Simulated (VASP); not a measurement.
GaSb, 2 atoms in the cell. It takes space group F-43m (No. 216, cubic). The conventional cell has a = 6.118 Å, b = 6.118 Å, c = 6.118 Å, α = 90.00°, β = 90.00°, γ = 90.00°. Within 3.5 Å of Ga (site symmetry -43m) lie 4 Sb at 2.65 Å. Within 3.5 Å of Sb (site symmetry -43m) lie 4 Ga at 2.65 Å. 

```yaml
Program: VASP 6.6.1
Task: density of states
Functional: PBE
Potentials_or_basis: VASP PAW PBE potentials, release 64 (Ga_d, Sb)
Cutoff: 520 eV
k_mesh: 12 × 12 × 12
Occupations: fermi-dirac, width 0.08 eV
Spin: no spin polarisation
Dipole_correction: no
k_mesh_for_the_DOS: 18 × 18 × 18
Occupations_for_the_DOS: tetrahedron
Further_INCAR_settings: ALGO = Normal; EDIFF = 1e-06; NBANDS = 16
```

Potentials or basis: VASP PAW PBE potentials, release 64 (Ga_d, Sb).

Run with:

```sh
$ cat potpaw_PBE.64/Ga_d/POTCAR potpaw_PBE.64/Sb/POTCAR > POTCAR
$ cp INCAR.step1 INCAR
$ cp KPOINTS.step1 KPOINTS
$ mpirun -np 1 vasp_std > vasp.out
$ cp INCAR.step2 INCAR
$ cp KPOINTS.step2 KPOINTS
$ mpirun -np 1 vasp_std > vasp.out
```

Hardware: 1 thread of Intel(R) Xeon(R) 6975P-C (Granite Rapids) (shared host).

Estimate the wall time of this run.

It took 54 s on 1 thread of Intel(R) Xeon(R) 6975P-C (Granite Rapids), on a shared host, peak memory 0.31 GiB. Counts: k points 195.
